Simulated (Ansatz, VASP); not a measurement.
# One calculation of ZrSi2O6, two programs

The input INCAR:

```
SYSTEM = ZrSi2O6
  ALGO = Normal
  EDIFF = 1E-6
  ENCUT = 520
  GGA = PE
  ISIF = 2
  ISMEAR = 0
  LASPH = .True.
  LCHARG = .False.
  LREAL = .False.
  LWAVE = .False.
  NBANDS = 38
  NELM = 60
  PREC = Accurate
  SIGMA = 0.02
```

Contents of KPOINTS:

```
k-points
0
Gamma
  6 6 4
  0 0 0
```

The input POSCAR:

```
ZrSi2O6
1.0
    2.6059800000     -4.9806660000      0.0000000000
    2.6059800000      4.9806660000      0.0000000000
    0.0000000000      0.0000000000      6.0403040000
Zr Si O
1 2 6
Direct
    0.5000000000      0.5000000000      0.5000000000
    0.0000000000      0.5000000000      0.8447630000
    0.5000000000      0.0000000000      0.1552370000
    0.8233670000      0.5874280000      0.6896070000
    0.2232670000      0.7767330000      0.0000000000
    0.5874280000      0.8233670000      0.3103930000
    0.1766330000      0.4125720000      0.6896070000
    0.7767330000      0.2232670000      0.0000000000
    0.4125720000      0.1766330000      0.3103930000
```

Input for Ansatz:

```yaml
crystal:
  lattice:
    - [2.60598, -4.980666, 0.0]
    - [2.60598, 4.980666, 0.0]
    - [0.0, 0.0, 6.040304]
  atoms:
    - { symbol: Zr, position: [0.5, 0.5, 0.5] }
    - { symbol: Si, position: [0.0, 0.5, 0.844763] }
    - { symbol: Si, position: [0.5, 0.0, 0.155237] }
    - { symbol: O, position: [0.823367, 0.587428, 0.689607] }
    - { symbol: O, position: [0.223267, 0.776733, 0.0] }
    - { symbol: O, position: [0.587428, 0.823367, 0.310393] }
    - { symbol: O, position: [0.176633, 0.412572, 0.689607] }
    - { symbol: O, position: [0.776733, 0.223267, 0.0] }
    - { symbol: O, position: [0.412572, 0.176633, 0.310393] }
basis:
  ecutwfc: 420
  ecutrho_ratio: 9
kpoints:
  mp_grid: { grid: [6, 6, 4] }
hamiltonian:
  xc: pbe
scf:
  occupations: { method: gaussian, width: 0.02 }
output:
  forces: true
  eigenvalues: true
  stress: true
```

Alike in both runs: task single point; functional PBE; k mesh 6 × 6 × 4; occupations gaussian, width 0.02 eV; no spin polarisation.

|  | VASP | Ansatz |
| --- | --- | --- |
| version | VASP 6.6.1 | Ansatz 0.2.0 |
| potentials or method | VASP PAW PBE potentials, release 64 (Zr_sv, Si, O), cutoff 520 eV | scalar-relativistic, plane waves, PAW |
| valence electrons in the cell | 56 | 56 |

```csv
,VASP,Ansatz,Ansatz less VASP
gap on the k mesh at the Fermi level (eV),5.05,5.05,-0.001
pressure (GPa),0.2,0.0,-0.15
"traceless stress, the component that is largest in VASP (GPa)",-0.10,-0.02,+0.073
rms of the force components (eV/Å),0.008,0.002,-0.0060
```

Atom by atom the forces differ by 0.008 eV/Å (rms over components). The functional is the same, so the differences come from potentials, cutoffs and numerics.
